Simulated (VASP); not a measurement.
Write the native input for VASP 6.6.1 that does the following.

- Task: single point
- Functional: PBE
- Potentials or basis: VASP PAW PBE potentials, release 64 (Ti_sv, O)
- Cutoff: 520 eV
- k mesh: 8 × 8 × 8
- Occupations: gaussian, width 0.05 eV
- Spin: no spin polarisation
- Hubbard terms: Ti d U = 4.0 eV
- Dipole correction: no
- Further INCAR settings: ALGO = Normal; EDIFF = 1e-06; NBANDS = 33

The structure of TiO2 lies in POSCAR:

```
TiO2
1.0
   -2.0041000000      2.0041000000      5.0203000000
    2.0041000000     -2.0041000000      5.0203000000
    2.0041000000      2.0041000000     -5.0203000000
Ti O
2 4
Direct
    0.0000000000      0.0000000000      0.0000000000
    0.7500000000      0.2500000000      0.5000000000
    0.2052277854      0.2052277854      0.0000000000
    0.9552277854      0.4552277854      0.5000000000
    0.5447722146      0.0447722146      0.5000000000
    0.7947722146      0.7947722146      0.0000000000
```

These files were run (other wordings do the same):

INCAR

```
SYSTEM = TiO2
PREC     = Accurate       ! precision mode
ENCUT    = 520            ! plane-wave cutoff, eV
EDIFF    = 1E-6           ! SCF threshold, eV
ISMEAR   = 0              ! smearing method
SIGMA    = 0.05           ! smearing width, eV
LREAL    = .FALSE.        ! projectors in reciprocal space
LASPH    = .TRUE.         ! aspherical terms in the spheres
NELM     = 150            ! most SCF steps
ALGO     = Normal         ! electronic algorithm
ISIF     = 2              ! what is computed and relaxed
LWAVE    = .FALSE.        ! write WAVECAR
LCHARG   = .FALSE.        ! write CHGCAR
LMAXMIX  = 4              ! l up to which the mixer works
LDAU     = .TRUE.         ! DFT+U
LDAUTYPE = 2            
LDAUL    = 2 -1           ! shell
LDAUU    = 4 0            ! U, eV
LDAUJ    = 0 0          
LDAUPRINT= 1            
GGA      = PE             ! functional
NBANDS   = 33             ! bands
```

KPOINTS

```
Automatic mesh
0
G
  8 8 8
  0 0 0
```

Potentials or basis: VASP PAW PBE potentials, release 64 (Ti_sv, O).

The run is started by

```console
$ cat potpaw_PBE.64/Ti_sv/POTCAR potpaw_PBE.64/O/POTCAR > POTCAR
$ mpirun -np 1 vasp_std > vasp.out
```

Results of the run:

| Item | Value |
| --- | --- |
| Pressure | -16.2 GPa |
| Largest force | 0.319 eV/Å |
| Band gap on the k mesh | 2.32 eV (least direct gap 2.55 eV) |

Caveat: the cell stands under tension.

Run time: 10 min on 1 thread of Intel Xeon 8259CL (shared host), peak memory 0.39 GiB.
